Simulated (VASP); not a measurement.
Here is a VASP 6.6.1 calculation.

Contents of INCAR:

```
SYSTEM = CsB3
PREC = Accurate
ENCUT = 600
EDIFF = 1E-6
ISMEAR = 0
SIGMA = 0.1
LREAL = .False.
LASPH = .True.
NELM = 100
ALGO = Normal
ISIF = 3
LWAVE = .False.
LCHARG = .False.
GGA = PE
IBRION = 2
NSW = 90
EDIFFG = -0.04
```

File KPOINTS:

```
regular mesh
0
Gamma
  3 3 6
  0 0 0
```

File POSCAR:

```
CsB3
1.0
    6.8907599379      0.0000000000      0.0000000000
   -3.4453799690      5.9675731576      0.0000000000
    0.0000000000      0.0000000000      3.3599781606
Cs B
2 6
Direct
    0.6666666667      0.3333333333      0.2500000000
    0.3333333333      0.6666666667      0.7500000000
    0.0841233038      0.9158766962      0.2500000000
    0.0841233038      0.1682466075      0.2500000000
    0.8317533925      0.9158766962      0.2500000000
    0.1682466075      0.0841233038      0.7500000000
    0.9158766962      0.8317533925      0.7500000000
    0.9158766962      0.0841233038      0.7500000000
```

Potentials or basis: VASP PAW PBE potentials, release 64 (Cs_sv, B).

The run is started by

```bash
$ cat potpaw_PBE.64/Cs_sv/POTCAR potpaw_PBE.64/B/POTCAR > POTCAR
$ mpirun -np 1 vasp_std > vasp.out
```

**Question.** Predict the space group after relaxing (to 0.05 Å).

**Answer.** P6_3/mmc (No. 194).

**Question.** Estimate the relaxed cell.

**Answer.** a = 6.888 Å, b = 6.888 Å, c = 3.371 Å, α = 90.00°, β = 90.00°, γ = 120.00°.

**Question.** What does it give for the band gap on the k mesh?

**Answer.** Zero (band 18 reaches 3.61 eV, above the bottom of band 19 at 2.64 eV).

Forces in eV/Å, atoms in the order of the input:
```
Cs   0.000  0.000  0.000
Cs   0.000  0.000  0.000
B    0.016 -0.009  0.000
B    0.000  0.019  0.000
B   -0.016 -0.009  0.000
B    0.016  0.009  0.000
B    0.000 -0.019  0.000
B   -0.016  0.009  0.000
```

Caveat: spin-orbit coupling is left out, which moves the levels of the heavy elements.
